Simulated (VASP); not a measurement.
# Hf (P6_3/mmc) in VASP: a series of runs, part 3 of 3

VASP 6.6.1. The steps go on from the part before.

## (4) Single point, LDA

This run uses another cell than the first one, of 20.85 Å³/atom.

Contents of INCAR:

```
SYSTEM = Hf
  ALGO = Normal
  EDIFF = 1E-7
  ENCUT = 520
  GGA = CA
  ISIF = 2
  ISMEAR = -1
  LASPH = .True.
  LCHARG = .True.
  LELF = .True.
  LREAL = .False.
  LVHAR = .True.
  LWAVE = .False.
  NBANDS = 17
  NELM = 80
  PREC = Accurate
  SIGMA = 0.15
```

Contents of KPOINTS:

```
k-points
0
Gamma
  15 15 8
  0 0 0
```

Contents of POSCAR:

```
Hf
1.0
    3.1160197311      0.0000000000      0.0000000000
   -1.5580098656      2.6985522458      0.0000000000
    0.0000000000      0.0000000000      4.9592349200
Hf
2
Direct
    0.3333333333      0.6666666667      0.2500000000
    0.6666666667      0.3333333333      0.7500000000
```

Potentials or basis: VASP PAW LDA potentials, release 64 (Hf_pv).

The run is started by

```console
$ cat potpaw_LDA.64/Hf_pv/POTCAR > POTCAR
$ mpirun -np 1 vasp_std > vasp.out
```

OUTCAR:

```text
SYSTEM = Hf
   EDIFF = 1E-7
   ENCUT = 520
   GGA = CA
   ISIF = 2
   ISMEAR = -1
   LASPH = .True.
   LREAL = .False.
   NELM = 80
   PREC = Accurate

 ion  position               nearest neighbor table
   1  0.333  0.667  0.250-   2 3.06   2 3.06   2 3.06   2 3.06   2 3.06   2 3.06
   2  0.667  0.333  0.750-   1 3.06   1 3.06   1 3.06   1 3.06   1 3.06   1 3.06

  LATTYP: Found a hexagonal cell.
 ALAT       =     3.1160197311
 C/A-ratio  =     1.5915287283

  Lattice vectors:

 A1 = (   3.1160197311,   0.0000000000,   0.0000000000)
 A2 = (  -1.5580098656,   2.6985522458,   0.0000000000)
 A3 = (   0.0000000000,   0.0000000000,   4.9592349200)

Analysis of symmetry for initial positions (statically):
=====================================================================
 Subroutine PRICEL returns:
 Original cell was already a primitive cell.

 Routine SETGRP: Setting up the symmetry group for a
 hexagonal supercell.

 Subroutine GETGRP returns: Found 24 space group operations
 (whereof 12 operations were pure point group operations)
 out of a pool of 24 trial point group operations.

The static configuration has the point symmetry D_3d.
 The point group associated with its full space group is D_6h.

Analysis of symmetry for dynamics (positions and initial velocities):
=====================================================================
 Subroutine PRICEL returns:
 Original cell was already a primitive cell.

 Routine SETGRP: Setting up the symmetry group for a
 hexagonal supercell.

 Subroutine GETGRP returns: Found 24 space group operations
 (whereof 12 operations were pure point group operations)
 out of a pool of 24 trial point group operations.

The dynamic configuration has the point symmetry D_3d.
 The point group associated with its full space group is D_6h.

 Subroutine INISYM returns: Found 24 space group operations
 (whereof 12 operations are pure point group operations),
 and found     1 'primitive' translations

[... 110 lines left out ...]
   EFERMI_NEDOS =   21; number of points for ismear=-14 and -15
   IALGO  =     38    algorithm
   IMIX   =      4    mixing-type and parameters
     AMIX     =   0.40;   BMIX     =  1.00
     AMIX_MAG =   1.60;   BMIX_MAG =  1.00
  volume/ion in A,a.u.               =      20.85       140.71
  Fermi-wavevector in a.u.,A,eV,Ry     =   1.281454  2.421596 22.342448  1.642124
  Thomas-Fermi vector in A             =   2.413823
   LORBIT       =      0    0 simple, 1 ext, 2 COOP (PROOUT), +10 PAW based schemes
   GGA     = CA    functional components
   LHFCALC =     F    Hartree Fock is set to
   AEXX    =    0.0000 exact exchange contribution
   IVDW    =     0    specifies the selected vdW correction
   LEPSILON=     F    determine dielectric tensor
   LRPA    =     F    only Hartree local field effects (RPA)
 non-spin polarized calculation
  energy-cutoff  :      520.00
  volume of cell :       41.70
 maximum number of plane-waves:      1140
 NGX is ok and might be reduce to    24
   NGX = 11   NGY = 11   NGZ = 19

 number of electron      19.9999997 magnetization

 Free energy of the ion-electron system (eV)
  ---------------------------------------------------
  ext. energy  EPLUGINS =         0.00000000
  ---------------------------------------------------
  free energy    TOTEN  =       -21.45328248 eV

  energy without entropy =      -21.31847749  energy(sigma->0) =      -21.38587998

 E-fermi :   5.2472     XC(G=0): -11.7947

 val. band max:        5.2310217445   @ k =   0.3333   0.3333   0.5000
 cond. band min:       5.2585162075   @ k =   0.0667   0.0000   0.5000
 fundamental gap:      0.0274944630
 Fermi energy:         5.2471740771

 k-point     1 :       0.0000    0.0000    0.0000
  band No.  band energies     occupation
      1     -25.5918      2.00000
      2     -24.6484      2.00000
      3     -24.6484      2.00000
      4     -24.4906      2.00000
      5     -24.4906      2.00000
      6     -24.4869      2.00000
[... 457 lines left out ...]
      4     -25.0134      2.00000
      5     -24.8238      2.00000
      6     -24.7802      2.00000
[... 9 lines left out ...]
     16      11.5583      0.00000
     17      12.2818      0.00000

 [... further k-points ...]

------------------------ aborting loop because EDIFF is reached ----------------------------------------

  FORCE on cell =-STRESS in cart. coord.  units (eV):
  Direction    XX          YY          ZZ          XY          YZ          ZX
  --------------------------------------------------------------------------------------
  -------------------------------------------------------------------------------------
  Total        0.0229274      0.0229274      0.0173930     -0.0000000     -0.0000000      0.0000000
  in kB        0.8808846      0.8808846      0.6682524     -0.0000000     -0.0000000      0.0000000
  external PRESSURE =       0.8100072 kB  Pullay stress =       0.0000000 kB

 VOLUME and BASIS-vectors are now :
 -----------------------------------------------------------------------------
  energy-cutoff  :      520.00
  volume of cell :       41.70
      direct lattice vectors                 reciprocal lattice vectors
     3.116019731  0.000000000  0.000000000     0.320922230  0.185284536  0.000000000
    -1.558009866  2.698552246  0.000000000     0.000000000  0.370569071  0.000000000
     0.000000000  0.000000000  4.959234920     0.000000000  0.000000000  0.201644007

 POSITION                                       TOTAL-FORCE (eV/Angst)
 -----------------------------------------------------------------------------------
     -0.00000      1.79903      1.23981        -0.000000      0.000000      0.000000
      1.55801      0.89952      3.71943         0.000000     -0.000000      0.000000
 -----------------------------------------------------------------------------------
    total drift:                               -0.000000      0.000000     -0.000000

  FREE ENERGIE OF THE ION-ELECTRON SYSTEM (eV)
  ---------------------------------------------------
  free  energy   TOTEN  =       -21.4532824822 eV

  energy  without entropy=      -21.3184774859  energy(sigma->0) =      -21.38587998
```

OSZICAR:

```text
N       E                     dE             d eps       ncg     rms          rms(c)
DAV:   1     0.503395935349E+02    0.50340E+02   -0.11415E+04  4590   0.113E+03
DAV:   2    -0.202668230379E+02   -0.70606E+02   -0.68816E+02  5921   0.252E+02
DAV:   3    -0.221350261209E+02   -0.18682E+01   -0.18492E+01  5755   0.272E+01
DAV:   4    -0.221485739162E+02   -0.13548E-01   -0.13538E-01  5857   0.276E+00
DAV:   5    -0.221486953175E+02   -0.12140E-03   -0.12139E-03  5859   0.232E-01    0.679E+01
DAV:   6    -0.216414622040E+02    0.50723E+00   -0.42985E-01  5414   0.414E+00    0.400E+01
DAV:   7    -0.214616642437E+02    0.17980E+00   -0.68052E-01  5580   0.501E+00    0.187E+00
DAV:   8    -0.214532061929E+02    0.84581E-02   -0.40830E-02  5344   0.135E+00    0.262E-01
DAV:   9    -0.214532887217E+02   -0.82529E-04   -0.92042E-04  6150   0.210E-01    0.166E-01
DAV:  10    -0.214532856976E+02    0.30240E-05   -0.45201E-05  5369   0.460E-02    0.194E-01
DAV:  11    -0.214532825091E+02    0.31886E-05   -0.45312E-06  6116   0.136E-02    0.131E-02
DAV:  12    -0.214532824822E+02    0.26939E-07   -0.40696E-07  5293   0.419E-03
   1 F= -.21453282E+02 E0= -.21385880E+02  d E =-.134805E+00
```

stdout:

```text
POSCAR found type information on POSCAR Hf
 POSCAR found :  1 types and       2 ions
 scaLAPACK will be used
 LDA part: xc-table for (Slater(with rela. corr.)+CA(PZ))
 , standard interpolation
 POSCAR, INCAR and KPOINTS ok, starting setup
 FFT: planning ... GRIDC
 FFT: planning ... GRID_SOFT
 FFT: planning ... GRID
 WAVECAR not read
 entering main loop
```

It took 55 s on 1 thread of Intel Xeon Platinum 8375C at 2.90GHz (Ice Lake), shared host; peak memory 0.2 GiB.

What came out:

| Quantity | Value |
| --- | --- |
| Free energy | -21.4533 eV |
| Pressure | 0.1 GPa |
| Band gap on the k mesh | zero (bands 10 and 11 overlap by 1.55 eV) |

Levels at points of the mesh, in eV from the Fermi level:
```tsv
k point	band 8	band 9	band 10	band 11	band 12	band 13
(0.00, 0.00, 0.00)	-3.89	1.07	1.19	1.19	1.42	2.06
(0.00, 0.00, 0.50)	-5.41	0.14	0.14	1.08	1.08	1.08
```

Caveat: spin-orbit coupling is left out, which moves the levels of the heavy elements.

## (5) Relaxation of cell and atoms, LDA

This run uses another cell than the first one, of 20.83 Å³/atom.

Contents of INCAR:

```
ALGO = Normal
EDIFF = 1E-6
EDIFFG = -0.001
ENCUT = 600
GGA = CA
IBRION = 2
ISIF = 3
ISMEAR = -1
LASPH = T
LCHARG = F
LREAL = F
LWAVE = F
NELM = 80
NSW = 80
PREC = Accurate
SIGMA = 0.15
```

Contents of KPOINTS:

```
k-points
0
Gamma
  15 15 8
```

Contents of POSCAR:

```
Hf
1.0
    3.1207522529      0.0000000000      0.0000000000
   -1.5603761265      2.7026507299      0.0000000000
    0.0000000000      0.0000000000      4.9387786700
Hf
2
Direct
    0.3333333333      0.6666666667      0.2500000000
    0.6666666667      0.3333333333      0.7500000000
```

The run is started by

```console
$ cat potpaw_LDA.64/Hf_pv/POTCAR > POTCAR
$ mpirun -np 1 vasp_std > vasp.out
```

Run time: 3.8 min. Hardware: 1 thread of Intel Xeon Platinum 8375C at 2.90GHz (Ice Lake), shared host; peak memory 0.22 GiB.

Results (log left out):

```
Free energy                           : -21.4534 eV
Relaxed volume                        : 20.87 Å³/atom
Relaxed cell                          : a = 3.117 Å, b = 3.117 Å, c = 4.960 Å, α = 90.00°, β = 90.00°, γ = 120.00°
Space group after relaxing (to 0.1 Å) : P6_3/mmc (No. 194)
Energy gained by relaxing             : 0.2 meV/atom
Ionic steps                           : 5
Pressure after relaxing               : 0.0 GPa
Band gap on the k mesh                : zero (bands 10 and 11 overlap by 1.55 eV)
```

Step by step:
| step | energy change (eV) | largest force (eV/Å) | pressure (GPa) | volume (Å³) |
| --- | --- | --- | --- | --- |
| 1 | 0.0000 | 0.0000 | 0.25 | 41.66 |
| 2 | -0.0003 | 0.0000 | -0.32 | 41.85 |
| 3 | -0.0003 | 0.0000 | -0.17 | 41.80 |
| 4 | -0.0004 | 0.0000 | 0.04 | 41.72 |
| 5 | -0.0004 | 0.0000 | 0.00 | 41.73 |

Final structure:
```
Hf
1.0
     3.11705    0.00000    0.00000
    -1.55852    2.69944    0.00000
     0.00000    0.00000    4.95983
Hf
2
Cartesian
  0.0000 1.7996 1.2400
  1.5585 0.8998 3.7199
```

Levels at points of the mesh, in eV from the Fermi level:
| k point | band 6 | band 7 | band 8 | band 9 | band 10 | band 11 | band 12 | band 13 | band 14 |
| --- | --- | --- | --- | --- | --- | --- | --- | --- | --- |
| (0.00, 0.00, 0.00) | -29.74 | -7.49 | -3.89 | 1.07 | 1.18 | 1.18 | 1.42 | 2.06 | 2.06 |
| (0.00, 0.00, 0.50) | -29.82 | -5.40 | -5.40 | 0.14 | 0.14 | 1.08 | 1.08 | 1.08 | 1.08 |

Caveat: spin-orbit coupling is left out, which moves the levels of the heavy elements.

## (6) The runs side by side

```tsv
task	cell	k mesh	cutoff (eV)	smearing	gap on the mesh (eV)	pressure (GPa)
single point	a = 3.197, b = 3.197, c = 5.058 Å, angles 90.0, 90.0, 120.0°, 2 atoms	6 × 6 × 4	520	gaussian 0.1 eV	none	-7.6
single point	a = 3.121, b = 3.121, c = 4.939 Å, angles 90.0, 90.0, 120.0°, 2 atoms	15 × 15 × 8	520	gaussian 0.1 eV	none	0.1
single point	a = 3.116, b = 3.116, c = 4.959 Å, angles 90.0, 90.0, 120.0°, 2 atoms	15 × 15 × 8	520	fermi-dirac 0.15 eV	none	0.1
relaxation of cell and atoms	relaxed from a = 3.121, b = 3.121, c = 4.939 Å, angles 90.0, 90.0, 120.0°, 2 atoms	15 × 15 × 8	600	fermi-dirac 0.15 eV	none	0.0
```

Alike in all rows: level LDA; potentials or basis VASP PAW LDA potentials, release 64 (Hf_pv); no spin polarisation.

Caveats: some runs use coarse meshes; spin-orbit coupling is left out, which moves the levels of the heavy elements.

Total energies depend on the potentials used, so only differences within one code and one set of settings carry meaning.
